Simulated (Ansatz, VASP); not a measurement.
One calculation of GaN, two programs

Contents of POSCAR:

```
GaN
1.0
    0.0000000000      2.2489525415      2.2489525415
    2.2489525415      0.0000000000      2.2489525415
    2.2489525415      2.2489525415      0.0000000000
Ga N
1 1
Direct
    0.0000000000      0.0000000000      0.0000000000
    0.2500000000      0.2500000000      0.2500000000
```

INCAR.step1

```
  PREC = Accurate
  ENCUT = 520
  ISMEAR = 0
  SIGMA = 0.01
  LREAL = F
  LASPH = T
  NELM = 80
  NBANDS = 16
  GGA = PE
  ALGO = Normal
  EDIFF = 1E-4
  LWAVE = T
  LCHARG = F
```

INCAR.step2

```
  PREC = Accurate
  ENCUT = 520
  EDIFF = 1E-6
  ISMEAR = 0
  SIGMA = 0.01
  LREAL = F
  LASPH = T
  NELM = 80
  ALGO = Normal
  ISIF = 2
  LWAVE = F
  LCHARG = F
  METAGGA = R2SCAN
  LMIXTAU = T
  NBANDS = 16
  ISTART = 1
```

KPOINTS

```
Automatic mesh
0
Gamma
  10 10 10
```

Input for Ansatz:

```yaml
crystal:
  lattice:
    - [0.0, 2.2489525415, 2.2489525415]
    - [2.2489525415, 0.0, 2.2489525415]
    - [2.2489525415, 2.2489525415, 0.0]
  atoms:
    - { symbol: Ga, position: [0.0, 0.0, 0.0] }
    - { symbol: "N", position: [0.25, 0.25, 0.25] }
kpoints:
  mp_grid: { grid: [10, 10, 10] }
  band_path:
    path:
      - [0.0, 0.0, 0.0]
      - [-0.5, -0.5, 0.0]
      - [-0.375, -0.375, 0.25]
      - [-0.375, 0.0, 0.375]
      - [0.0, 0.0, 0.5]
      - [-0.5, -0.25, 0.25]
    npoints: 1
hamiltonian:
  xc: r2scan
scf:
  occupations: { method: fixed }
  n_extra_bands: 4
output:
  forces: true
  stress: true
  eigenvalues: true
```

Alike in both runs: task single point; functional r2SCAN; k mesh 10 × 10 × 10; no spin polarisation.

|  | VASP | Ansatz |
| --- | --- | --- |
| version | VASP 6.6.1 | Ansatz 0.2.0 |
| potentials or method | VASP PAW PBE potentials, release 64 (Ga_d, N) | plane waves, PAW |
| plane-wave cutoff (eV) | 520 | 500 |
| occupations | gaussian, width 0.01 eV | fixed |
| valence electrons in the cell | 18 | 18 |

Ansatz gave:

- gap on the k mesh at the Fermi level (eV): 2.17
- pressure (GPa): 0.0

Question: Which values does VASP return?

Answer: gap on the k mesh at the Fermi level (eV): 2.16; pressure (GPa): 1.1.

VASP's potentials were made for PBE, not for r2SCAN.
